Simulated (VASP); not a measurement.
# H4Os (Cmmm) in VASP: notebook, part 2 of 2

VASP 6.6.1. The steps go on from the part before.

## (5) Relaxation of cell and atoms, PBE (atoms taken out)

The input, INCAR:

```
PREC     = Accurate       # precision mode
ENCUT    = 600            # plane-wave cutoff, eV
EDIFF    = 1E-6           # SCF threshold, eV
ISMEAR   = 0              # smearing method
SIGMA    = 0.1            # smearing width, eV
LREAL    = F              # projectors in reciprocal space
LASPH    = T              # aspherical terms in the spheres
NELM     = 80             # most SCF steps
ALGO     = Normal         # electronic algorithm
ISIF     = 3              # what is computed and relaxed
LWAVE    = F              # write WAVECAR
LCHARG   = F              # write CHGCAR
GGA      = PE             # functional
IBRION   = 2              # ionic algorithm
NSW      = 90             # ionic steps
EDIFFG   = -0.04          # ionic threshold
```

The input, KPOINTS:

```
regular mesh
0
Gamma
  4 4 4
```

The input, POSCAR:

```
H4Os
1.0
    4.1303648600     -4.1303648600      0.0000000000
    4.1303648600      4.1303648600      0.0000000000
    0.0000000000      0.0000000000      3.7967917000
H Os
4 1
Direct
    0.6950000000      0.3050000000      0.0000000000
    0.3050000000      0.6950000000      0.0000000000
    0.8050000000      0.8050000000      0.5000000000
    0.1950000000      0.1950000000      0.5000000000
    0.0000000000      0.0000000000      0.0000000000
```

Potentials or basis: VASP PAW PBE potentials, release 64 (H, Os).

The run is started by

```bash
$ cat potpaw_PBE.64/H/POTCAR potpaw_PBE.64/Os/POTCAR > POTCAR
$ mpirun -np 1 vasp_std > vasp.out
```

OUTCAR:

```text
PREC = Accurate
   ENCUT = 600
   EDIFF = 1E-6
   ISMEAR = 0
   LREAL = F
   LASPH = T
   NELM = 80
   ISIF = 3
   GGA = PE
   IBRION = 2
   NSW = 90
   EDIFFG = -0.04

 ion  position               nearest neighbor table
   1  0.695  0.305  0.000-
   2  0.305  0.695  0.000-
   3  0.805  0.805  0.500-
   4  0.195  0.195  0.500-
   5  0.000  0.000  0.000-

  LATTYP: Found a simple tetragonal cell.
 ALAT       =     5.8412180026
 C/A-ratio  =     0.6499999997

  Lattice vectors:

 A1 = (   4.1303648600,  -4.1303648600,   0.0000000000)
 A2 = (   4.1303648600,   4.1303648600,   0.0000000000)
 A3 = (   0.0000000000,   0.0000000000,   3.7967917000)

Analysis of symmetry for initial positions (statically):
[... 186 lines left out ...]
  in kB      -85.8667887   -129.9399701   -170.9470742      0.0000000      0.0000000      0.0000000
  external PRESSURE =    -128.9179444 kB  Pullay stress =       0.0000000 kB
[... 931 lines left out ...]
 k-point    21 :       0.5000    0.5000    0.5000
  band No.  band energies     occupation
      1      -5.6431      2.00000
      2      -5.2076      2.00000
      3      -1.9712      2.00000
      4       0.9378      2.00000
      5       1.8932      0.00000
      6       2.0329      0.00000
      7       5.7562      0.00000
      8       6.3570      0.00000
      9       6.7836      0.00000
     10       7.0158      0.00000

[... ionic steps 4 to 62 ...]

--------------------------------------- Ionic step       63  -------------------------------------------

 number of electron      12.0000000 magnetization

------------------------ aborting loop because EDIFF is reached ----------------------------------------
[... 73 lines left out ...]
--------------------------------------- Ionic step       65  -------------------------------------------

 number of electron      12.0000000 magnetization

 Free energy of the ion-electron system (eV)
  ---------------------------------------------------
  ext. energy  EPLUGINS =         0.00000000
  ---------------------------------------------------
  free energy    TOTEN  =       -22.28475554 eV

  energy without entropy =      -22.26118090  energy(sigma->0) =      -22.27296822

 E-fermi :   0.2704     XC(G=0):  -8.9595

 val. band max:        0.2487419461   @ k =   0.2500   0.0000   0.5000
 cond. band min:       0.2800007913   @ k =   0.0000   0.0000   0.5000
 fundamental gap:      0.0312588453
 Fermi energy:         0.2704253920
[... 303 lines left out ...]
  FREE ENERGIE OF THE ION-ELECTRON SYSTEM (eV)
  ---------------------------------------------------
  free  energy   TOTEN  =       -22.2847555430 eV

  energy  without entropy=      -22.2611809049  energy(sigma->0) =      -22.27296822

 reached required accuracy - stopping structural energy minimisation
```

OSZICAR:

```text
N       E                     dE             d eps       ncg     rms          rms(c)
DAV:   1     0.282219706277E+02    0.28222E+02   -0.42961E+03   420   0.978E+02
DAV:   2    -0.111087195465E+02   -0.39331E+02   -0.37470E+02   640   0.153E+02
DAV:   3    -0.149501372946E+02   -0.38414E+01   -0.36618E+01   552   0.450E+01
[... 631 lines left out ...]
DAV:   3    -0.222847572953E+02    0.27102E-03   -0.21230E-03   500   0.364E-01    0.106E-01
DAV:   4    -0.222847541011E+02    0.31942E-05   -0.95291E-05   490   0.823E-02    0.510E-02
DAV:   5    -0.222847537584E+02    0.34267E-06   -0.37124E-05   438   0.421E-02    0.976E-03
DAV:   6    -0.222847549374E+02   -0.11790E-05   -0.90740E-06   550   0.268E-02    0.428E-03
DAV:   7    -0.222847555430E+02   -0.60559E-06   -0.10727E-06   356   0.937E-03
  65 F= -.22284756E+02 E0= -.22272968E+02  d E =-.144960E-02
```

Wall time 13 min (1 thread of Intel Xeon Platinum 8375C at 2.90GHz (Ice Lake), shared host); peak memory 0.33 GiB.

What came out:

```yaml
Free_energy: -22.2848 eV
Relaxed_volume: 9.37 Å³/atom
Relaxed_cell: a = 4.763 Å, b = 4.763 Å, c = 2.466 Å, α = 90.00°, β = 90.00°, γ = 56.92°
Space_group_after_relaxing_to_0.1_Å: Cmmm (No. 65)
Pressure_after_relaxing: 0.3 GPa
Largest_force_after_relaxing: 0.040 eV/Å
Band_gap_on_the_k_mesh: zero (bands 6 and 7 overlap by 2.53 eV)
```

Forces in eV/Å, atoms in the order of the input:
```
H    0.000 -0.040  0.000
H    0.000  0.040  0.000
H    0.030  0.000  0.000
H   -0.030  0.000  0.000
Os   0.000  0.000  0.000
```

Final structure:
```cif
data_structure
_symmetry_space_group_name_H-M 'P 1'
_symmetry_Int_Tables_number 1
_cell_length_a 4.7630
_cell_length_b 4.7630
_cell_length_c 2.4657
_cell_angle_alpha 90.000
_cell_angle_beta 90.000
_cell_angle_gamma 56.919
_cell_volume 46.87
loop_
_atom_site_label
_atom_site_type_symbol
_atom_site_fract_x
_atom_site_fract_y
_atom_site_fract_z
_atom_site_occupancy
H1 H 0.60077 0.39923 0.00000 1
H2 H 0.39923 0.60077 0.00000 1
H3 H 0.84350 0.84350 0.50000 1
H4 H 0.15650 0.15650 0.50000 1
Os1 Os 0.00000 0.00000 0.00000 1
```

Caveat: the k points lie up to 0.64 Å⁻¹ apart in the final cell, too coarse for converged energies and pressures of a metal; the cell differs from its parent crystal (atoms taken out); the volume moved by over 15 % at a fixed basis, so the end points are rough; spin-orbit coupling is left out, which moves the levels of the heavy elements.

## (6) Summary

```tsv
task	potentials or basis	cell	k mesh	cutoff (eV)	gap on the mesh (eV)	pressure (GPa)	largest force (eV/Å)
single point	VASP PAW PBE potentials, release 64 (H, Os_sv_GW)	a = 3.156, b = 3.156, c = 3.052 Å, angles 90.0, 90.0, 105.0°, 5 atoms, atomic positions A	12 × 12 × 12	500	none	-1.6	0.01
single point	VASP PAW PBE potentials, release 64 (H, Os)	a = 3.653, b = 3.653, c = 2.574 Å, angles 90.0, 90.0, 108.5°, 5 atoms, atomic positions B	4 × 4 × 4	520	none	0.2	0.05
single point	VASP PAW PBE potentials, release 64 (H, Os)	a = 5.841, b = 5.841, c = 3.797 Å, 5 atoms, atomic positions C	4 × 4 × 4	520	none	-13.0	1.91
relaxation of cell and atoms	VASP PAW PBE potentials, release 64 (H, Os)	relaxed from a = 5.841, b = 5.841, c = 3.797 Å, 5 atoms, atomic positions C	4 × 4 × 4	600	none	0.3	0.04
```

Alike in all rows: level PBE; no spin polarisation; smearing gaussian 0.1 eV.

Caveats: some runs use coarse meshes; spin-orbit coupling is left out, which moves the levels of the heavy elements; forces of over 1 eV/Å act on the atoms, so gaps and moduli don't describe the material at rest (at least some runs); the volume moved by over 15 % at a fixed basis, so the end points are rough (at least some runs).

Absolute energies hang on the potentials; compare differences alone.
